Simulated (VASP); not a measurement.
Set up this calculation in VASP 6.6.1, as the native input.

```yaml
Task: single point
Functional: PBEsol
Potentials_or_basis: VASP PAW PBE potentials, release 64 (Ga_d, P)
Cutoff: 500 eV
k_mesh: 6 × 6 × 6
Occupations: gaussian, width 0.1 eV
Spin: no spin polarisation
Dipole_correction: no
Further_INCAR_settings: ALGO = Normal; EDIFF = 1e-06; NBANDS = 16
```

The structure of GaP lies in POSCAR:

```
GaP
1.0
    0.0000000000      2.7252500000      2.7252500000
    2.7252500000      0.0000000000      2.7252500000
    2.7252500000      2.7252500000      0.0000000000
Ga P
1 1
Direct
    0.0000000000      0.0000000000      0.0000000000
    0.7500000000      0.7500000000      0.7500000000
```

These files were run (other wordings do the same):

INCAR

```
ALGO = Normal
EDIFF = 1E-6
ENCUT = 500
GGA = PS
GGA_COMPAT = F
ISIF = 2
ISMEAR = 0
LASPH = T
LCHARG = F
LREAL = F
LWAVE = F
NBANDS = 16
NELM = 120
PREC = Accurate
SIGMA = 0.1
```

KPOINTS

```
k-points
0
Gamma
  6 6 6
```

Potentials or basis: VASP PAW PBE potentials, release 64 (Ga_d, P).

Run with:

```sh
$ cat potpaw_PBE.64/Ga_d/POTCAR potpaw_PBE.64/P/POTCAR > POTCAR
$ mpirun -np 1 vasp_std > vasp.out
```

Results of the run:

- Pressure: -0.6 GPa
- Band gap on the k mesh: 1.51 eV, indirect (least direct gap 1.75 eV)

Caveat: the PAW data sets were made with another functional, which shifts forces and pressure a little.

It took 7.3 s on 1 thread of AMD EPYC 7R13 Processor (Zen 3) (shared host), peak memory 0.12 GiB.
